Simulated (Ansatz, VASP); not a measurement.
# One calculation of EuO, two programs

```
Eu O
1.0
     3.63729    0.00000    0.00000
     1.81864    3.14998    0.00000
     1.81864    1.04999    2.96983
Eu O
1 1
Direct
  0.00000 0.00000 0.00000
  0.50000 0.50000 0.50000
```

Alike in both runs: task relaxation of cell and atoms; functional LDA; k mesh 8 × 8 × 8; collinear spin.

|  | VASP | Ansatz |
| --- | --- | --- |
| version | VASP 6.6.1 | Ansatz 0.2.0 |
| potentials or method | VASP PAW PBE potentials, release 64 (Eu, O) | plane waves, PAW |
| plane-wave cutoff (eV) | 600 | 420 |
| occupations | fermi-dirac, width 0.1 eV | fermi-dirac |
| valence electrons in the cell | 23 | 23 |

Ansatz gave:

| Property | Result |
| --- | --- |
| net moment per atom (μB) | 3.40 |
| size of the moment on the site where the two differ most (μB) | 6.45 |
| relaxed volume (Å³/atom) | 14.74 |
| relaxed length of the cell vector where the two differ most in proportion (Å) | 3.467 |

Task: Which values does VASP return?

Result: net moment per atom (μB): 3.39; size of the moment on the site where the two differ most (μB): 6.49; relaxed volume (Å³/atom): 14.74; relaxed length of the cell vector where the two differ most in proportion (Å): 3.467.

VASP's potentials were made for PBE, not for LDA. LDA's correlation is that of Perdew and Zunger in VASP and of Perdew and Wang (1992) in Ansatz. Site moments also hang on the region over which each program counts them. Ansatz's warnings: given moment on shells, stress scf threshold loose.

Spin-orbit coupling is off throughout.
